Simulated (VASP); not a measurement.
# Cu (Cmcm) in VASP: further runs

Cu is run at these levels: PBEsol; tasks: single point.

Program: VASP 6.6.1. These are calculated values, not measurements. Logs are shortened: lines on timing, memory, paths and dates and some standing lists are left out, and cuts for length are marked.

## (1) The cell of the first run

The structure is orthorhombic, space group Cmcm (No. 63). The conventional cell has a = 2.520 Å, b = 4.692 Å, c = 8.235 Å, α = 90.00°, β = 90.00°, γ = 90.00°. Cu (site symmetry 2/m) has 12 Cu at 2.52 to 2.66 Å within 3.3 Å. Cu (site symmetry m2m) has 12 Cu at 2.52 to 2.66 Å within 3.3 Å.

## (2) Single point, PBEsol (strain +0.0750 x Voigt [0, 1, 0, 0, 0, 0])

Contents of INCAR:

```
SYSTEM = Cu
  ALGO = Fast
  EDIFF = 1E-6
  ENCUT = 520
  GGA = PS
  ISIF = 2
  ISMEAR = 0
  LASPH = .TRUE.
  LCHARG = .FALSE.
  LREAL = .FALSE.
  LWAVE = .FALSE.
  NBANDS = 30
  NELM = 100
  PREC = Accurate
  SIGMA = 0.15
```

Contents of KPOINTS:

```
k-points
0
G
  24 24 6
  0 0 0
```

Contents of POSCAR:

```
Cu
1.0
    2.5197984285      0.0000000000      0.0000000000
   -1.2598992143      2.3458751603      0.0000000000
    0.0000000000      0.0000000000      8.2352547795
Cu
4
Direct
    0.0000000000      0.0000000000      0.0000000000
    0.3333333333      0.6666666667      0.2500000000
    0.0000000000      0.0000000000      0.5000000000
    0.6666666667      0.3333333333      0.7500000000
```

Potentials or basis: VASP PAW PBE potentials, release 64 (Cu).

Started as:

```bash
> cat potpaw_PBE.64/Cu/POTCAR > POTCAR
> mpirun -np 1 vasp_std > vasp.out
```

OUTCAR:

```text
SYSTEM = Cu
   EDIFF = 1E-6
   ENCUT = 520
   GGA = PS
   ISIF = 2
   ISMEAR = 0
   LASPH = .TRUE.
   LREAL = .FALSE.
   NELM = 100
   PREC = Accurate

 ion  position               nearest neighbor table
   1  0.000  0.000  0.000-   2 2.54   4 2.54   4 2.54   2 2.54   4 2.59   2 2.59
   2  0.333  0.667  0.250-   1 2.54   3 2.54   1 2.54   3 2.54   1 2.59   3 2.59
   3  0.000  0.000  0.500-   2 2.54   4 2.54   4 2.54   2 2.54   4 2.59   2 2.59
   4  0.667  0.333  0.750-   1 2.54   3 2.54   1 2.54   3 2.54   1 2.59   3 2.59

  LATTYP: Found a base centered orthorhombic cell.
 ALAT       =     2.5197984285
 B/A-ratio  =     1.8619546181
 C/A-ratio  =     3.2682196664

  Lattice vectors:

 A1 = (   1.2598992143,  -2.3458751603,   0.0000000000)
 A2 = (   1.2598992142,   2.3458751603,   0.0000000000)
 A3 = (   0.0000000000,   0.0000000000,   8.2352547795)

Analysis of symmetry for initial positions (statically):
=====================================================================
 Subroutine PRICEL returns:
 Original cell was already a primitive cell.

 Routine SETGRP: Setting up the symmetry group for a
 base centered orthorhombic supercell.

 Subroutine GETGRP returns: Found  8 space group operations
 (whereof  4 operations were pure point group operations)
 out of a pool of  8 trial point group operations.

The static configuration has the point symmetry C_2h.
 The point group associated with its full space group is D_2h.

Analysis of symmetry for dynamics (positions and initial velocities):
=====================================================================
 Subroutine PRICEL returns:
 Original cell was already a primitive cell.

 Routine SETGRP: Setting up the symmetry group for a
 base centered orthorhombic supercell.

 Subroutine GETGRP returns: Found  8 space group operations
 (whereof  4 operations were pure point group operations)
 out of a pool of  8 trial point group operations.

The dynamic configuration has the point symmetry C_2h.
 The point group associated with its full space group is D_2h.

 Subroutine INISYM returns: Found  8 space group operations
 (whereof  4 operations are pure point group operations),
 and found     1 'primitive' translations

----------------------------------------------------------------------------------------

                                     Primitive cell

  volume of cell :      48.6797

[... 91 lines left out ...]
   NELM   =    100;   NELMIN=  2; NELMDL= -5     # of ELM steps
   EDIFF  = 0.1E-05   stopping-criterion for ELM
   LREAL  =      F    real-space projection
   EDIFFG = 0.1E-04   stopping-criterion for IOM
   NSW    =      0    number of steps for IOM
   IBRION =     -1    ionic relax: 0-MD 1-quasi-New 2-CG
   NFREE  =      0    steps in history (QN), initial steepest desc. (CG)
   ISIF   =      2    stress and relaxation
   ISYM   =      2    0-nonsym 1-usesym 2-fastsym
   POTIM  = 0.5000    time-step for ionic-motion
   TEBEG  =    0.0;   TEEND  =   0.0 temperature during run
   PSTRESS=    0.0 pullay stress
   NELECT =      44.0000    total number of electrons
   NUPDOWN=      -1.0000    fix difference up-down
   EMIN   =  10.00;   EMAX   =-10.00  energy-range for DOS
   EFERMI =   0.00;   METHOD = LEGACY
   ISMEAR =     0;   SIGMA  =   0.15  broadening in eV -4-tet -1-fermi 0-gaus
   EFERMI_NEDOS =   21; number of points for ismear=-14 and -15
   IALGO  =     68    algorithm
   IMIX   =      4    mixing-type and parameters
     AMIX     =   0.40;   BMIX     =  1.00
     AMIX_MAG =   1.60;   BMIX_MAG =  1.00
  volume/ion in A,a.u.               =      12.17        82.13
  Fermi-wavevector in a.u.,A,eV,Ry     =   1.582862  2.991176 34.088760  2.505453
  Thomas-Fermi vector in A             =   2.682721
   LORBIT       =      0    0 simple, 1 ext, 2 COOP (PROOUT), +10 PAW based schemes
   GGA     = PS    functional components
   LHFCALC =     F    Hartree Fock is set to
   AEXX    =    0.0000 exact exchange contribution
   IVDW    =     0    specifies the selected vdW correction
   LEPSILON=     F    determine dielectric tensor
   LRPA    =     F    only Hartree local field effects (RPA)
 non-spin polarized calculation
 RMM-DIIS sequential band-by-band and
 Gauss-broadening in eV      SIGMA  =   0.15
  energy-cutoff  :      520.00
  volume of cell :       48.68
 maximum number of plane-waves:      1338
   NGX =  9   NGY =  9   NGZ = 31

 number of electron      43.9999977 magnetization

 Free energy of the ion-electron system (eV)
  ---------------------------------------------------
  ext. energy  EPLUGINS =         0.00000000
  ---------------------------------------------------
  free energy    TOTEN  =       -17.06098957 eV

  energy without entropy =      -17.04567046  energy(sigma->0) =      -17.05333001

 E-fermi :   7.0296     XC(G=0): -12.7309

 val. band max:        7.0253223466   @ k =   0.4583   0.0833   0.0000
 cond. band min:       7.0300868151   @ k =   0.0000   0.5000   0.0000
 fundamental gap:      0.0047644686
 Fermi energy:         7.0295728539

 k-point     1 :       0.0000    0.0000    0.0000
  band No.  band energies     occupation
      1      -2.1258      2.00000
      2       0.0586      2.00000
      3       0.0617      2.00000
      4       2.1698      2.00000
      5       3.8105      2.00000
      6       3.8369      2.00000
[... 781 lines left out ...]
     29      18.1408      0.00000
     30      18.7046      0.00000

 [... further k-points ...]

------------------------ aborting loop because EDIFF is reached ----------------------------------------

  FORCE on cell =-STRESS in cart. coord.  units (eV):
  Direction    XX          YY          ZZ          XY          YZ          ZX
  --------------------------------------------------------------------------------------
  -------------------------------------------------------------------------------------
  Total       -1.7192770     -4.1851346     -1.5671576      0.0000000      0.0000000      0.0000000
  in kB      -56.5859604   -137.7438677    -51.5793092      0.0000000      0.0000000      0.0000000
  external PRESSURE =     -81.9697125 kB  Pullay stress =       0.0000000 kB

 VOLUME and BASIS-vectors are now :
 -----------------------------------------------------------------------------
  energy-cutoff  :      520.00
  volume of cell :       48.68
      direct lattice vectors                 reciprocal lattice vectors
     2.519798429  0.000000000  0.000000000     0.396857141  0.213140072  0.000000000
    -1.259899214  2.345875160  0.000000000     0.000000000  0.426280144  0.000000000
     0.000000000  0.000000000  8.235254779     0.000000000  0.000000000  0.121429151

 POSITION                                       TOTAL-FORCE (eV/Angst)
 -----------------------------------------------------------------------------------
      0.00000      0.00000      0.00000         0.000000      0.000000      0.000000
     -0.00000      1.56392      2.05881         0.000000     -0.126813      0.000000
      0.00000      0.00000      4.11763        -0.000000      0.000000      0.000000
      1.25990      0.78196      6.17644        -0.000000      0.126813      0.000000
 -----------------------------------------------------------------------------------
    total drift:                                0.000000     -0.000000      0.000000

  FREE ENERGIE OF THE ION-ELECTRON SYSTEM (eV)
  ---------------------------------------------------
  free  energy   TOTEN  =       -17.0609895717 eV

  energy  without entropy=      -17.0456704573  energy(sigma->0) =      -17.05333001
```

OSZICAR:

```text
N       E                     dE             d eps       ncg     rms          rms(c)
DAV:   1     0.333004595672E+03    0.33300E+03   -0.19859E+04 39792   0.260E+03
DAV:   2     0.916336714316E+01   -0.32384E+03   -0.31195E+03 37686   0.390E+02
DAV:   3    -0.205498931000E+02   -0.29713E+02   -0.28011E+02 41550   0.165E+02
DAV:   4    -0.213216807300E+02   -0.77179E+00   -0.77021E+00 43494   0.359E+01
DAV:   5    -0.213313635440E+02   -0.96828E-02   -0.96823E-02 48154   0.391E+00    0.167E+01
RMM:   6    -0.187764382442E+02    0.25549E+01   -0.36842E+01 41483   0.906E+01    0.980E+00
RMM:   7    -0.170736230635E+02    0.17028E+01   -0.75381E+00 40676   0.439E+01    0.161E+00
RMM:   8    -0.170607319985E+02    0.12891E-01   -0.25190E-01 43617   0.376E+00    0.324E-01
RMM:   9    -0.170617854031E+02   -0.10534E-02   -0.39016E-02 44308   0.232E+00    0.234E-01
RMM:  10    -0.170607663924E+02    0.10190E-02   -0.93929E-03 44234   0.142E+00    0.681E-02
RMM:  11    -0.170609589856E+02   -0.19259E-03   -0.28447E-03 47274   0.566E-01    0.721E-02
RMM:  12    -0.170609561626E+02    0.28230E-05   -0.80600E-04 45288   0.266E-01    0.155E-02
RMM:  13    -0.170609853909E+02   -0.29228E-04   -0.31650E-04 51923   0.155E-01    0.741E-03
RMM:  14    -0.170609895357E+02   -0.41448E-05   -0.44478E-05 42225   0.408E-02    0.905E-03
RMM:  15    -0.170609913638E+02   -0.18281E-05   -0.48069E-06 32713   0.279E-02    0.131E-02
RMM:  16    -0.170609896001E+02    0.17637E-05   -0.23854E-06 26020   0.225E-02    0.720E-03
RMM:  17    -0.170609895717E+02    0.28396E-07   -0.53288E-07 22642   0.644E-03
   1 F= -.17060990E+02 E0= -.17053330E+02  d E =-.153191E-01
```

stdout:

```text
POSCAR found type information on POSCAR Cu
 POSCAR found :  1 types and       4 ions
 scaLAPACK will be used
 -----------------------------------------------------------------------------
|                                                                             |
|                                                                             |
|     You enforced a specific xc type in the INCAR file but a different       |
|     I HOPE YOU KNOW WHAT YOU ARE DOING!                                     |
|                                                                             |
 -----------------------------------------------------------------------------

 LDA part: xc-table for (Slater+PW92), standard interpolation
 POSCAR, INCAR and KPOINTS ok, starting setup
 FFT: planning ... GRIDC
 FFT: planning ... GRID_SOFT
 FFT: planning ... GRID
 WAVECAR not read
 entering main loop
WARNING in EDDRMM: call to ZHEGV failed, returncode =   8  4     29
WARNING in EDDRMM: call to ZHEGV failed, returncode =   6  3     29
```

It took 6.5 min on 1 thread of Intel Xeon 6975P-C (Granite Rapids), shared host; peak memory 0.69 GiB.

What came out:

```
Free energy            : -17.0610 eV
Pressure               : -8.2 GPa
Largest force          : 0.127 eV/Å
Band gap on the k mesh : zero (band 22 reaches 10.19 eV, above the bottom of band 23 at 5.34 eV)
```

Forces on the atoms (eV/Å):
```
Cu   0.000  0.000  0.000
Cu   0.000 -0.127  0.000
Cu   0.000  0.000  0.000
Cu   0.000  0.127  0.000
```

Caveat: the cell differs from its parent crystal (strain +0.0750 x Voigt [0, 1, 0, 0, 0, 0]); the PAW data sets were made with another functional, which shifts forces and pressure a little.

## (3) Single point, PBEsol (strain -0.0500 x Voigt [0, 1, 0, 0, 0, 0])

Contents of INCAR:

```
PREC = Accurate ; ENCUT = 520
EDIFF = 1E-6 ; ISMEAR = 0
SIGMA = 0.15 ; LREAL = F
LASPH = T ; NELM = 80
ALGO = Fast ; ISIF = 2
LWAVE = F ; LCHARG = F
GGA = PS ; NBANDS = 30
```

Contents of KPOINTS:

```
regular mesh
0
Gamma
  24 24 6
```

POSCAR, as its differences from that of step 2:

```diff
@@ -3,3 +3,3 @@
     2.5197984285      0.0000000000      0.0000000000
-   -1.2598992143      2.3458751603      0.0000000000
+   -1.2598992143      2.0730989789      0.0000000000
     0.0000000000      0.0000000000      8.2352547795
```

Potentials or basis: VASP PAW PBE potentials, release 64 (Cu).

Started as:

```bash
> cat potpaw_PBE.64/Cu/POTCAR > POTCAR
> mpirun -np 1 vasp_std > vasp.out
```

Wall time 16 min (1 thread of Oxide Virtual Turin-like, shared host); peak memory 0.59 GiB.

It converged, with:

```yaml
Free_energy: -17.1037 eV
Pressure: 10.9 GPa
Largest_force: 0.108 eV/Å
Band_gap_on_the_k_mesh: zero (band 22 reaches 12.43 eV, above the bottom of band 23 at 6.75 eV)
```

Forces in eV/Å, atoms in the order of the input:
```
Cu   0.000  0.000  0.000
Cu   0.000  0.108  0.000
Cu   0.000  0.000  0.000
Cu   0.000 -0.108  0.000
```

Stress tensor (GPa, compression positive):
```
 8.60  0.00  0.00
 0.00 17.28  0.00
 0.00  0.00  6.79
```

Levels at points of the mesh, in eV from the Fermi level:
```
           k point  band 19  band 20  band 21  band 22  band 23  band 24  band 25  band 26
(0.00, 0.00, 0.00)    -2.21    -2.14    -2.05    -1.82    -1.76    -1.59     3.84    12.51
(0.50, 0.00, 0.00)    -1.61    -1.55    -0.93     0.09     0.94     1.51     4.90     4.91
(0.00, 0.50, 0.00)    -1.58    -1.54    -0.46     0.64     1.39     2.06     5.63     5.67
(0.00, 0.00, 0.50)    -2.34    -2.34    -1.94    -1.94    -1.88    -1.88     6.91     6.91
(0.50, 0.00, 0.50)    -1.63    -1.63    -0.10    -0.10     1.28     1.28     5.31     5.31
(0.00, 0.50, 0.50)    -1.55    -1.55     0.28     0.28     1.80     1.80     6.04     6.04
```

Caveat: the cell differs from its parent crystal (strain -0.0500 x Voigt [0, 1, 0, 0, 0, 0]); the PAW data sets were made with another functional, which shifts forces and pressure a little.
